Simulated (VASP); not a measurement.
# Pb in VASP: single point with PBEsol

Aim: the single point of Pb with PBEsol.

All numbers are computed with VASP 6.6.1; they aren't measurements. Logs are shortened: lines on timing, memory, paths and dates and some standing lists are left out, and cuts for length are marked.

## (1) The cell of the first run

The typed cell holds 1 atom: a = 3.395 Å, b = 3.395 Å, c = 3.921 Å, α = 54.73°, β = 54.73°, γ = 70.53°.

This isn't the form of Pb at room conditions, which is fcc.

## (2) Single point, PBEsol

Contents of INCAR:

```
SYSTEM = Pb
PREC     = Accurate       ! precision mode
ENCUT    = 520            ! plane-wave cutoff, eV
EDIFF    = 1E-7           ! SCF threshold, eV
ISMEAR   = 0              ! smearing method
SIGMA    = 0.15           ! smearing width, eV
LREAL    = .FALSE.        ! projectors in reciprocal space
LASPH    = .TRUE.         ! aspherical terms in the spheres
NELM     = 100            ! most SCF steps
ALGO     = Fast           ! electronic algorithm
ISIF     = 2              ! what is computed and relaxed
LWAVE    = .FALSE.        ! write WAVECAR
LCHARG   = .FALSE.        ! write CHGCAR
GGA      = PS             ! functional
NBANDS   = 13             ! bands
```

Contents of KPOINTS:

```
regular mesh
0
G
  18 18 18
  0 0 0
```

Contents of POSCAR:

```
Pb
1.0
    0.0000000000      2.7723963284      1.9600842042
    2.7723963284      0.0000000000      1.9600842042
    2.7723963284      2.7723963284      0.0000000000
Pb
1
Direct
    0.0000000000      0.0000000000      0.0000000000
```

Potentials or basis: VASP PAW PBE potentials, release 64 (Pb_d).

The run is started by

```
$ cat potpaw_PBE.64/Pb_d/POTCAR > POTCAR
$ mpirun -np 1 vasp_std > vasp.out
```

OUTCAR:

```text
SYSTEM = Pb
   PREC = Accurate
   ENCUT = 520
   EDIFF = 1E-7
   ISMEAR = 0
   LREAL = .FALSE.
   LASPH = .TRUE.
   NELM = 100
   ISIF = 2
   GGA = PS

 ion  position               nearest neighbor table
   1  0.000  0.000  0.000-

  LATTYP: Found a body centered tetragonal cell.
 ALAT       =     3.9207604879
 C/A-ratio  =     0.9998489886

  Lattice vectors:

 A1 = (   0.0000000000,  -2.7723963284,  -1.9600842042)
 A2 = (   0.0000000000,   2.7723963284,  -1.9600842042)
 A3 = (   2.7723963284,   0.0000000000,   1.9600842042)

Analysis of symmetry for initial positions (statically):
=====================================================================
 Subroutine PRICEL returns:
 Original cell was already a primitive cell.

 Routine SETGRP: Setting up the symmetry group for a
 body centered tetragonal supercell.

 Subroutine GETGRP returns: Found 16 space group operations
 (whereof 16 operations were pure point group operations)
 out of a pool of 16 trial point group operations.

The static configuration has the point symmetry D_4h.

Analysis of symmetry for dynamics (positions and initial velocities):
=====================================================================
 Subroutine PRICEL returns:
 Original cell was already a primitive cell.

 Routine SETGRP: Setting up the symmetry group for a
 body centered tetragonal supercell.

 Subroutine GETGRP returns: Found 16 space group operations
 (whereof 16 operations were pure point group operations)
 out of a pool of 16 trial point group operations.

The dynamic configuration has the point symmetry D_4h.

 Subroutine INISYM returns: Found 16 space group operations
 (whereof 16 operations are pure point group operations),
 and found     1 'primitive' translations

----------------------------------------------------------------------------------------

                                     Primitive cell

  volume of cell :      30.1311

  direct lattice vectors                    reciprocal lattice vectors
     0.000000000  2.772396328  1.960084204    -0.180349395  0.180349395  0.255091082
     2.772396328  0.000000000  1.960084204     0.180349395 -0.180349395  0.255091082
     2.772396328  2.772396328  0.000000000     0.180349395  0.180349395 -0.255091082

  length of vectors
     3.395307275  3.395307275  3.920760488     0.360726030  0.360726030  0.360726030

  position of ions in fractional coordinates (direct lattice)
     0.000000000  0.000000000  0.000000000

  ion indices of the primitive-cell ions
   primitive index   ion index
                 1           1

[... 81 lines left out ...]
   PSTRESS=    0.0 pullay stress
   NELECT =      14.0000    total number of electrons
   NUPDOWN=      -1.0000    fix difference up-down
   EMIN   =  10.00;   EMAX   =-10.00  energy-range for DOS
   EFERMI =   0.00;   METHOD = LEGACY
   ISMEAR =     0;   SIGMA  =   0.15  broadening in eV -4-tet -1-fermi 0-gaus
   EFERMI_NEDOS =   21; number of points for ismear=-14 and -15
   IALGO  =     68    algorithm
   IMIX   =      4    mixing-type and parameters
     AMIX     =   0.40;   BMIX     =  1.00
     AMIX_MAG =   1.60;   BMIX_MAG =  1.00
  volume/ion in A,a.u.               =      30.13       203.33
  Fermi-wavevector in a.u.,A,eV,Ry     =   1.267980  2.396135 21.875082  1.607773
  Thomas-Fermi vector in A             =   2.401099
   LORBIT       =      0    0 simple, 1 ext, 2 COOP (PROOUT), +10 PAW based schemes
   GGA     = PS    functional components
   LHFCALC =     F    Hartree Fock is set to
   AEXX    =    0.0000 exact exchange contribution
   IVDW    =     0    specifies the selected vdW correction
   LEPSILON=     F    determine dielectric tensor
   LRPA    =     F    only Hartree local field effects (RPA)
 non-spin polarized calculation
 RMM-DIIS sequential band-by-band and
 Gauss-broadening in eV      SIGMA  =   0.15
  energy-cutoff  :      520.00
  volume of cell :       30.13
 maximum number of plane-waves:       856
 NGX is ok and might be reduce to    28
   NGX = 13   NGY = 13   NGZ = 15

 number of electron      14.0000003 magnetization

 Free energy of the ion-electron system (eV)
  ---------------------------------------------------
  ext. energy  EPLUGINS =         0.00000000
  ---------------------------------------------------
  free energy    TOTEN  =        -3.96264474 eV

  energy without entropy =       -3.95657389  energy(sigma->0) =       -3.95960932

 E-fermi :   7.1486     XC(G=0): -10.3749

 val. band max:        7.1472763294   @ k =  -0.3889   0.1667   0.3333
 cond. band min:       7.1747189734   @ k =  -0.4444   0.3889   0.0000
 fundamental gap:      0.0274426441
 Fermi energy:         7.1486371767

 k-point     1 :       0.0000    0.0000    0.0000
  band No.  band energies     occupation
      1      -9.8799      2.00000
      2      -9.8798      2.00000
      3      -9.8798      2.00000
      4      -9.6328      2.00000
      5      -9.6327      2.00000
      6      -4.6429      2.00000
      7      14.8686      0.00000
      8      14.8686      0.00000
      9      14.8695      0.00000
     10      18.2892      0.00000
     11      18.2892      0.00000
     12      18.2910      0.00000
     13      19.1279      0.00000
[... 354 lines left out ...]
  band No.  band energies     occupation
      1      -9.9045      2.00000
      2      -9.8435      2.00000
      3      -9.7217      2.00000
      4      -9.6741      2.00000
      5      -9.6354      2.00000
      6      -3.5685      2.00000
      7       9.1462      0.00000
      8      12.3842      0.00000
      9      13.2446      0.00000
     10      16.1904      0.00000
     11      17.3056      0.00000
     12      17.7950      0.00000
     13      21.9080      0.00000

 [... further k-points ...]

------------------------ aborting loop because EDIFF is reached ----------------------------------------

  FORCE on cell =-STRESS in cart. coord.  units (eV):
  Direction    XX          YY          ZZ          XY          YZ          ZX
  --------------------------------------------------------------------------------------
  -------------------------------------------------------------------------------------
  Total       -0.0768870     -0.0768870     -0.0776461      0.0000000     -0.0000000     -0.0000000
  in kB       -4.0883497     -4.0883497     -4.1287154      0.0000000     -0.0000000     -0.0000000
  external PRESSURE =      -4.1018049 kB  Pullay stress =       0.0000000 kB

 VOLUME and BASIS-vectors are now :
 -----------------------------------------------------------------------------
  energy-cutoff  :      520.00
  volume of cell :       30.13
      direct lattice vectors                 reciprocal lattice vectors
     0.000000000  2.772396328  1.960084204    -0.180349395  0.180349395  0.255091082
     2.772396328  0.000000000  1.960084204     0.180349395 -0.180349395  0.255091082
     2.772396328  2.772396328  0.000000000     0.180349395  0.180349395 -0.255091082

 POSITION                                       TOTAL-FORCE (eV/Angst)
 -----------------------------------------------------------------------------------
      0.00000      0.00000      0.00000         0.000000      0.000000      0.000000
 -----------------------------------------------------------------------------------
    total drift:                               -0.000000     -0.000000     -0.000000

  FREE ENERGIE OF THE ION-ELECTRON SYSTEM (eV)
  ---------------------------------------------------
  free  energy   TOTEN  =        -3.9626447360 eV

  energy  without entropy=       -3.9565738943  energy(sigma->0) =       -3.95960932
```

stdout:

```text
POSCAR found type information on POSCAR Pb
 POSCAR found :  1 types and       1 ions
 scaLAPACK will be used
 -----------------------------------------------------------------------------
|                                                                             |
|                                                                             |
|     You enforced a specific xc type in the INCAR file but a different       |
|     I HOPE YOU KNOW WHAT YOU ARE DOING!                                     |
|                                                                             |
 -----------------------------------------------------------------------------

 LDA part: xc-table for (Slater+PW92), standard interpolation
 POSCAR, INCAR and KPOINTS ok, starting setup
 FFT: planning ... GRIDC
 FFT: planning ... GRID_SOFT
 FFT: planning ... GRID
 WAVECAR not read
 entering main loop
WARNING in EDDRMM: call to ZHEGV failed, returncode =   8  4     13
WARNING in EDDRMM: call to ZHEGV failed, returncode =   6  3     13
WARNING in EDDRMM: call to ZHEGV failed, returncode =   8  4     12
```

Run time: 5 min. Hardware: 1 thread of Intel Xeon Platinum 8375C at 2.90GHz (Ice Lake), shared host; peak memory 0.3 GiB.

What came out:

```yaml
Free_energy: -3.9626 eV
Pressure: -0.4 GPa
Band_gap_on_the_k_mesh: zero (bands 7 and 8 overlap by 9.79 eV)
```

Caveat: the PAW data sets were made with another functional, which shifts forces and pressure a little; spin-orbit coupling is left out, which moves the levels of the heavy elements.
